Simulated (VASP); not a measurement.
# Si2Ge3 (P6/mmm) in VASP: further runs, part 2 of 2

VASP 6.6.1.

### Step 3. Single point, PBE

This run uses another cell than the first one, of 17.95 Å³/atom.

INCAR reads:

```
SYSTEM = Si2Ge3
  PREC = Accurate
  ENCUT = 520
  EDIFF = 1E-6
  ISMEAR = 0
  SIGMA = 0.1
  LREAL = .False.
  LASPH = .True.
  NELM = 80
  ALGO = Normal
  ISIF = 2
  LWAVE = .False.
  LCHARG = .True.
  GGA = PE
  LELF = .True.
  LVHAR = .True.
  NBANDS = 33
```

KPOINTS reads:

```
regular mesh
0
Gamma
  6 6 2
  0 0 0
```

POSCAR reads:

```
Si2Ge3
1.0
    2.7562108947      0.0000000000      0.0000000000
   -1.3781054473      2.3869486530      0.0000000000
    0.0000000000      0.0000000000     13.6432772854
Si Ge
2 3
Direct
    0.0000000000      0.0000000000      0.9043682978
    0.0000000000      0.0000000000      0.0956317022
    0.0000000000      0.0000000000      0.2935999253
    0.0000000000      0.0000000000      0.5000000000
    0.0000000000      0.0000000000      0.7064000747
```

Potentials or basis: VASP PAW PBE potentials, release 64 (Si, Ge_d).

Launch:

```console
> cat potpaw_PBE.64/Si/POTCAR potpaw_PBE.64/Ge_d/POTCAR > POTCAR
> mpirun -np 1 vasp_std > vasp.out
```

OUTCAR:

```text
SYSTEM = Si2Ge3
   PREC = Accurate
   ENCUT = 520
   EDIFF = 1E-6
   ISMEAR = 0
   LREAL = .False.
   LASPH = .True.
   NELM = 80
   ISIF = 2
   GGA = PE

 ion  position               nearest neighbor table
   1  0.000  0.000  0.904-   2 2.61   5 2.70
   2  0.000  0.000  0.096-   1 2.61   3 2.70
   3  0.000  0.000  0.294-   2 2.70   4 2.82
   4  0.000  0.000  0.500-   3 2.82   5 2.82
   5  0.000  0.000  0.706-   1 2.70   4 2.82

  LATTYP: Found a hexagonal cell.
 ALAT       =     2.7562108947
 C/A-ratio  =     4.9500121024

  Lattice vectors:

 A1 = (   2.7562108947,   0.0000000000,   0.0000000000)
 A2 = (  -1.3781054473,   2.3869486530,   0.0000000000)
 A3 = (   0.0000000000,   0.0000000000,  13.6432772854)

Analysis of symmetry for initial positions (statically):
=====================================================================
 Subroutine PRICEL returns:
 Original cell was already a primitive cell.

 Routine SETGRP: Setting up the symmetry group for a
 hexagonal supercell.

[... 160 lines left out ...]

 E-fermi :   7.3017     XC(G=0): -10.9854

 val. band max:        7.2633793570   @ k =   0.5000   0.0000   0.0000
 cond. band min:       7.7710552004   @ k =   0.3333   0.1667   0.5000
 fundamental gap:      0.5076758434
 Fermi energy:         7.3017114559

 k-point     1 :       0.0000    0.0000    0.0000
  band No.  band energies     occupation
      1     -17.4713      2.00000
      2     -17.4331      2.00000
      3     -17.4331      2.00000
      4     -17.4326      2.00000
      5     -17.4326      2.00000
      6     -17.4222      2.00000
[... 493 lines left out ...]
     32      10.6095      0.00000
     33      10.8030      0.00000

------------------------ aborting loop because EDIFF is reached ----------------------------------------

  FORCE on cell =-STRESS in cart. coord.  units (eV):
  Direction    XX          YY          ZZ          XY          YZ          ZX
  --------------------------------------------------------------------------------------
  -------------------------------------------------------------------------------------
  Total        0.1615848      0.1615848     -0.2050723      0.0000000      0.0000000      0.0000000
  in kB        2.8842761      2.8842761     -3.6605248      0.0000000      0.0000000      0.0000000
  external PRESSURE =       0.7026758 kB  Pullay stress =       0.0000000 kB

 VOLUME and BASIS-vectors are now :
 -----------------------------------------------------------------------------
  energy-cutoff  :      520.00
  volume of cell :       89.76
      direct lattice vectors                 reciprocal lattice vectors
     2.756210895  0.000000000  0.000000000     0.362816939  0.209472457  0.000000000
    -1.378105447  2.386948653  0.000000000     0.000000000  0.418944915  0.000000000
     0.000000000  0.000000000 13.643277285     0.000000000  0.000000000  0.073296172

 POSITION                                       TOTAL-FORCE (eV/Angst)
 -----------------------------------------------------------------------------------
      0.00000      0.00000     12.33855        -0.000000      0.000000      0.014679
      0.00000      0.00000      1.30473        -0.000000     -0.000000     -0.014679
      0.00000      0.00000      4.00567        -0.000000      0.000000      0.026728
      0.00000      0.00000      6.82164        -0.000000     -0.000000      0.000000
      0.00000      0.00000      9.63761         0.000000     -0.000000     -0.026728
 -----------------------------------------------------------------------------------
    total drift:                               -0.000000      0.000000      0.000000

  FREE ENERGIE OF THE ION-ELECTRON SYSTEM (eV)
  ---------------------------------------------------
  free  energy   TOTEN  =       -22.8954356988 eV

  energy  without entropy=      -22.8853304286  energy(sigma->0) =      -22.89038306
```

OSZICAR:

```text
N       E                     dE             d eps       ncg     rms          rms(c)
DAV:   1     0.408890473384E+03    0.40889E+03   -0.23852E+04  1100   0.370E+03
DAV:   2     0.484730701140E+02   -0.36042E+03   -0.34799E+03   924   0.771E+02
DAV:   3    -0.194648315471E+02   -0.67938E+02   -0.66460E+02  1114   0.187E+02
DAV:   4    -0.228563476864E+02   -0.33915E+01   -0.33650E+01  1108   0.472E+01
DAV:   5    -0.229310825608E+02   -0.74735E-01   -0.74691E-01  1136   0.780E+00    0.403E+00
DAV:   6    -0.229047311306E+02    0.26351E-01   -0.10066E-01  1405   0.371E+00    0.232E+00
DAV:   7    -0.228975823590E+02    0.71488E-02   -0.91171E-02  1264   0.413E+00    0.423E-01
DAV:   8    -0.228951851068E+02    0.23973E-02   -0.27269E-02  1286   0.188E+00    0.196E-01
DAV:   9    -0.228953476779E+02   -0.16257E-03   -0.44157E-03  1296   0.735E-01    0.179E-01
DAV:  10    -0.228953869872E+02   -0.39309E-04   -0.80466E-04  1238   0.602E-01    0.805E-02
DAV:  11    -0.228954342272E+02   -0.47240E-04   -0.14773E-04  1124   0.356E-01    0.168E-02
DAV:  12    -0.228954349186E+02   -0.69141E-06   -0.40507E-05  1446   0.148E-01    0.727E-03
DAV:  13    -0.228954360624E+02   -0.11439E-05   -0.67918E-06   973   0.229E-02    0.654E-03
DAV:  14    -0.228954356988E+02    0.36365E-06   -0.20349E-07   607   0.598E-03
   1 F= -.22895436E+02 E0= -.22890383E+02  d E =-.101053E-01
```

stdout:

```text
POSCAR found type information on POSCAR SiGe
 POSCAR found :  2 types and       5 ions
 scaLAPACK will be used
 LDA part: xc-table for (Slater+PW92), standard interpolation
 POSCAR, INCAR and KPOINTS ok, starting setup
 FFT: planning ... GRIDC
 FFT: planning ... GRID_SOFT
 FFT: planning ... GRID
 WAVECAR not read
 entering main loop
```

Run time: 69 s. Hardware: 1 thread of Intel Xeon 8259CL, shared host; peak memory 0.2 GiB.

What came out:

- Free energy: -22.8954 eV
- Pressure: 0.1 GPa
- Largest force: 0.027 eV/Å
- Band gap on the k mesh: zero (bands 25 and 26 overlap by 7.99 eV)

Forces in eV/Å, atoms in the order of the input:
```
Si   0.000  0.000  0.015
Si   0.000  0.000 -0.015
Ge   0.000  0.000  0.027
Ge   0.000  0.000  0.000
Ge   0.000  0.000 -0.027
```

Caveat: the k points lie up to 0.44 Å⁻¹ apart, too coarse for converged energies and pressures of a metal.

### Step 4. Relaxation of cell and atoms, PBE

INCAR reads:

```
SYSTEM = Si2Ge3
  PREC = Accurate
  ENCUT = 600
  EDIFF = 1E-7
  ISMEAR = 0
  SIGMA = 0.1
  LREAL = .FALSE.
  LASPH = .TRUE.
  NELM = 80
  ALGO = Normal
  ISIF = 3
  LWAVE = .FALSE.
  LCHARG = .FALSE.
  GGA = PE
  IBRION = 2
  NSW = 90
  EDIFFG = -0.04
```

KPOINTS reads:

```
Automatic mesh
0
G
  6 6 2
  0 0 0
```

POSCAR reads:

```
Si2Ge3
1.0
    2.7893261400      0.0000000000      0.0000000000
   -1.3946630700      2.4156272900      0.0000000000
    0.0000000000      0.0000000000     13.0966969500
Si Ge
2 3
Direct
    0.0000000000      0.0000000000      0.9000000000
    0.0000000000      0.0000000000      0.1000000000
    0.0000000000      0.0000000000      0.3000000000
    0.0000000000      0.0000000000      0.5000000000
    0.0000000000      0.0000000000      0.7000000000
```

Launch:

```console
> cat potpaw_PBE.64/Si/POTCAR potpaw_PBE.64/Ge_d/POTCAR > POTCAR
> mpirun -np 1 vasp_std > vasp.out
```

It took 10 min on 1 thread of Intel Xeon 8259CL, shared host; peak memory 0.26 GiB.

The run converged. Its results:

| Property | Result |
| --- | --- |
| Free energy | -22.8592 eV |
| Relaxed volume | 18.03 Å³/atom |
| Relaxed cell | a = 2.757 Å, b = 2.757 Å, c = 13.694 Å, α = 90.00°, β = 90.00°, γ = 120.00° |
| Space group after relaxing (to 0.1 Å) | P6/mmm (No. 191) |
| Energy gained by relaxing | 36.2 meV/atom |
| Ionic steps | 9 |
| Pressure after relaxing | -0.1 GPa |
| Largest force after relaxing | 0.009 eV/Å |

Forces in eV/Å, atoms in the order of the input:
```
Si   0.000  0.000 -0.007
Si   0.000  0.000  0.007
Ge   0.000  0.000 -0.009
Ge   0.000  0.000  0.000
Ge   0.000  0.000  0.009
```

Step by step:
```csv
step,energy change (eV),largest force (eV/Å),pressure (GPa),volume (Å³)
1,0.0000,0.4276,2.19,88.25
2,-0.1297,0.2289,-0.66,91.18
3,-0.1538,0.2544,-0.08,90.24
4,-0.1542,0.2521,-0.17,90.34
5,-0.1646,0.2058,-0.08,90.17
6,-0.1785,0.0757,0.39,89.65
7,-0.1802,0.0391,-0.21,90.39
8,-0.1805,0.0429,-0.06,90.19
9,-0.1809,0.0091,-0.06,90.16
```

Final structure:
```
CELL_PARAMETERS angstrom
2.75733 0.00000 0.00000
-1.37867 2.38792 0.00000
0.00000 0.00000 13.69368
ATOMIC_POSITIONS crystal
Si 0.00000 0.00000 0.90421
Si 0.00000 0.00000 0.09579
Ge 0.00000 0.00000 0.29441
Ge 0.00000 0.00000 0.50000
Ge 0.00000 0.00000 0.70559
```

Levels at points of the mesh, in eV from the Fermi level:
```
           k point  band 21  band 22  band 23  band 24  band 25  band 26  band 27  band 28  band 29  band 30
(0.00, 0.00, 0.00)    -5.21    -5.04    -0.18    -0.10     5.33     7.92     9.11     9.11    10.03    10.03
(0.50, 0.00, 0.00)    -5.16    -5.01    -4.17    -3.68    -3.40    -0.48    -0.07     3.08     4.03     4.48
(0.00, 0.00, 0.50)    -6.21    -2.90    -2.87     2.61     3.27     9.12     9.12     9.75     9.83     9.83
(0.50, 0.00, 0.50)    -5.62    -4.43    -4.37    -3.52    -3.09    -1.62     1.98     2.07     2.64     4.73
```

Caveat: the k points lie up to 0.44 Å⁻¹ apart in the final cell; the highest band is partly filled, so the run has too few bands.

### Step 5. Single point, PBE

INCAR reads:

```
SYSTEM = Si2Ge3
PREC = Accurate
ENCUT = 520
EDIFF = 1E-6
ISMEAR = 0
SIGMA = 0.1
LREAL = .FALSE.
LASPH = .TRUE.
NELM = 100
ALGO = Normal
ISIF = 2
LWAVE = .FALSE.
LCHARG = .FALSE.
GGA = PE
NBANDS = 33
```

KPOINTS reads:

```
regular mesh
0
G
  18 18 4
  0 0 0
```

POSCAR reads:

```
Si2Ge3
1.0
    2.7990980781      0.0000000000      0.0000000000
   -1.3995490390      2.4240900433      0.0000000000
    0.0000000000      0.0000000000     13.0244341529
Si Ge
2 3
Direct
    0.0000000000      0.0000000000      0.9060780050
    0.0000000000      0.0000000000      0.0939219950
    0.0000000000      0.0000000000      0.2909895092
    0.0000000000      0.0000000000      0.5000000000
    0.0000000000      0.0000000000      0.7090104908
```

Potentials or basis: VASP PAW PBE potentials, release 64 (Si, Ge_d).

Launch:

```console
> cat potpaw_PBE.64/Si/POTCAR potpaw_PBE.64/Ge_d/POTCAR > POTCAR
> mpirun -np 1 vasp_std > vasp.out
```

OUTCAR:

```text
SYSTEM = Si2Ge3
   PREC = Accurate
   ENCUT = 520
   EDIFF = 1E-6
   ISMEAR = 0
   LREAL = .FALSE.
   LASPH = .TRUE.
   NELM = 100
   ISIF = 2
   GGA = PE

 ion  position               nearest neighbor table
   1  0.000  0.000  0.906-   2 2.45   5 2.57
   2  0.000  0.000  0.094-   1 2.45   3 2.57
   3  0.000  0.000  0.291-   2 2.57   4 2.72
   4  0.000  0.000  0.500-   3 2.72   5 2.72
   5  0.000  0.000  0.709-   1 2.57   4 2.72

  LATTYP: Found a hexagonal cell.
 ALAT       =     2.7990980781
 C/A-ratio  =     4.6530824535

  Lattice vectors:

 A1 = (   2.7990980781,   0.0000000000,   0.0000000000)
 A2 = (  -1.3995490390,   2.4240900433,   0.0000000000)
 A3 = (   0.0000000000,   0.0000000000,  13.0244341529)

Analysis of symmetry for initial positions (statically):
=====================================================================
 Subroutine PRICEL returns:
 Original cell was already a primitive cell.

 Routine SETGRP: Setting up the symmetry group for a
 hexagonal supercell.

 Subroutine GETGRP returns: Found 24 space group operations
 (whereof 24 operations were pure point group operations)
[... 172 lines left out ...]

 val. band max:        7.3558112276   @ k =   0.3333   0.2222   0.2500
 cond. band min:       7.3895249247   @ k =   0.2222   0.1111   0.5000
 fundamental gap:      0.0337136971
 Fermi energy:         7.3778192002

 k-point     1 :       0.0000    0.0000    0.0000
  band No.  band energies     occupation
      1     -17.3831      2.00000
      2     -17.3302      2.00000
      3     -17.3302      2.00000
      4     -17.3036      2.00000
      5     -17.3036      2.00000
      6     -17.3032      2.00000
[... 853 lines left out ...]
     32      12.1081      0.00000
     33      12.1608      0.00000

 [... further k-points ...]

------------------------ aborting loop because EDIFF is reached ----------------------------------------

  FORCE on cell =-STRESS in cart. coord.  units (eV):
  Direction    XX          YY          ZZ          XY          YZ          ZX
  --------------------------------------------------------------------------------------
  -------------------------------------------------------------------------------------
  Total        0.0404069      0.0404069      0.0218462      0.0000000     -0.0000000     -0.0000000
  in kB        0.7325558      0.7325558      0.3960593      0.0000000     -0.0000000     -0.0000000
  external PRESSURE =       0.6203903 kB  Pullay stress =       0.0000000 kB

 VOLUME and BASIS-vectors are now :
 -----------------------------------------------------------------------------
  energy-cutoff  :      520.00
  volume of cell :       88.37
      direct lattice vectors                 reciprocal lattice vectors
     2.799098078  0.000000000  0.000000000     0.357257935  0.206262965  0.000000000
    -1.399549039  2.424090043  0.000000000     0.000000000  0.412525930  0.000000000
     0.000000000  0.000000000 13.024434153     0.000000000  0.000000000  0.076778767

 POSITION                                       TOTAL-FORCE (eV/Angst)
 -----------------------------------------------------------------------------------
      0.00000      0.00000     11.80115         0.000000      0.000000      0.001960
      0.00000      0.00000      1.22328         0.000000     -0.000000     -0.001960
      0.00000      0.00000      3.78997        -0.000000      0.000000     -0.002798
      0.00000      0.00000      6.51222         0.000000      0.000000      0.000000
      0.00000      0.00000      9.23446        -0.000000     -0.000000      0.002798
 -----------------------------------------------------------------------------------
    total drift:                                0.000000     -0.000000      0.000000

  FREE ENERGIE OF THE ION-ELECTRON SYSTEM (eV)
  ---------------------------------------------------
  free  energy   TOTEN  =       -22.8407802879 eV

  energy  without entropy=      -22.8317336066  energy(sigma->0) =      -22.83625695
```

Run time: 10 min. Hardware: 1 thread of Intel Xeon 8259CL, shared host; peak memory 0.4 GiB.

Results:

* Free energy: -22.8408 eV
* Pressure: 0.1 GPa
* Band gap on the k mesh: zero (bands 25 and 26 overlap by 9.94 eV)

Forces in eV/Å, atoms in the order of the input:
```
Si   0.000  0.000  0.002
Si   0.000  0.000 -0.002
Ge   0.000  0.000 -0.003
Ge   0.000  0.000  0.000
Ge   0.000  0.000  0.003
```

Levels at points of the mesh, in eV from the Fermi level:
```csv
k point,band 23,band 24,band 25,band 26,band 27,band 28
"(0.00, 0.00, 0.00)",0.88,0.93,7.28,8.31,8.31,8.90
"(0.50, 0.00, 0.00)",-4.04,-3.32,-2.83,-0.45,0.17,3.38
"(0.00, 0.00, 0.50)",-2.16,3.81,4.91,8.34,8.34,9.10
"(0.50, 0.00, 0.50)",-4.15,-3.02,-2.44,-1.97,2.42,2.53
```

### Step 6. The runs side by side

| task | cell | k mesh | cutoff (eV) | gap on the mesh (eV) | pressure (GPa) | largest force (eV/Å) |
| --- | --- | --- | --- | --- | --- | --- |
| single point | a = 2.789, b = 2.789, c = 13.097 Å, angles 90.0, 90.0, 120.0°, 5 atoms, atomic positions A | 6 × 6 × 2 | 520 | none | 1.9 | 0.45 |
| single point | a = 2.756, b = 2.756, c = 13.643 Å, angles 90.0, 90.0, 120.0°, 5 atoms, atomic positions B | 6 × 6 × 2 | 520 | none | 0.1 | 0.03 |
| relaxation of cell and atoms | relaxed from a = 2.789, b = 2.789, c = 13.097 Å, angles 90.0, 90.0, 120.0°, 5 atoms, atomic positions A | 6 × 6 × 2 | 600 | - | -0.1 | 0.01 |
| single point | a = 2.799, b = 2.799, c = 13.024 Å, angles 90.0, 90.0, 120.0°, 5 atoms, atomic positions C | 18 × 18 × 4 | 520 | none | 0.1 | - |

Alike in all rows: level PBE; potentials or basis VASP PAW PBE potentials, release 64 (Si, Ge_d); no spin polarisation; smearing gaussian 0.1 eV.

Caveats: some runs use coarse meshes; the highest band is partly filled, so the run has too few bands (at least some runs).

Total energies depend on the potentials used, so only differences within one code and one set of settings carry meaning.

The gap in the log of VASP goes by the Fermi energy; the results here count the filled bands.